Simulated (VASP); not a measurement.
# VN: single point with PBE+D4

Crystal: VN.

```
V N
1.0
     0.00000    2.05350    2.05350
     2.05350    0.00000    2.05350
     2.05350    2.05350    0.00000
V N
1 1
Direct
  0.00000 0.00000 0.00000
  0.50000 0.50000 0.50000
```

This cell differs from its parent crystal: volume scaled by 1.02.

| Quantity | Value |
| --- | --- |
| Program | VASP 6.6.1 |
| Task | single point |
| Functional | PBE |
| Dispersion | D4 |
| Potentials or basis | VASP PAW PBE potentials, release 64 (V_sv, N) |
| Cutoff | 600 eV |
| k mesh | 10 × 10 × 10 |
| Occupations | gaussian, width 0.05 eV |
| Spin | collinear spin, ferromagnetic start |
| Starting moments | [0.05, 0.0] μB |
| Dipole correction | no |
| Further INCAR settings | ALGO = Normal; EDIFF = 1e-06; NBANDS = 20 |

```json
{
  "Pressure": "-5.6 GPa",
  "Band gap on the k mesh": "zero (filled and empty bands overlap)",
  "Net moment": "0.00 μB per cell",
  "Valence electrons inside the program's atomic spheres": "V 11.69; N 3.76",
  "Dispersion energy per atom": "-0.374 eV"
}
```

Levels at points of the mesh, in eV from the Fermi level:
Spin up:
```
           k point  band 7  band 8  band 9  band 10  band 11  band 12
(0.00, 0.00, 0.00)   -2.29   -2.29   -1.60    -1.60    -1.60    -0.52
(0.50, 0.00, 0.00)   -6.20   -6.20    0.56     0.56     1.45     5.02
(0.50, 0.50, 0.00)   -3.92   -3.73   -3.73     0.47     1.19     1.19
```
Spin down:
| k point | band 5 | band 6 | band 7 | band 8 | band 9 | band 10 | band 11 | band 12 | band 13 | band 14 |
| --- | --- | --- | --- | --- | --- | --- | --- | --- | --- | --- |
| (0.00, 0.00, 0.00) | -18.09 | -2.29 | -2.29 | -2.29 | -1.59 | -1.59 | -1.59 | -0.51 | -0.51 | 6.06 |
| (0.50, 0.00, 0.00) | -15.33 | -9.02 | -6.19 | -6.19 | 0.57 | 0.57 | 1.45 | 5.02 | 5.02 | 6.25 |
| (0.50, 0.50, 0.00) | -16.29 | -6.75 | -3.91 | -3.73 | -3.73 | 0.48 | 1.19 | 1.19 | 2.71 | 10.50 |

Wall time 23 s on 1 thread of Intel Xeon 6975P-C, with other jobs on the host, peak memory 0.17 GiB.

Caveat: pairwise dispersion overbinds metals, which lowers pressure and volume.
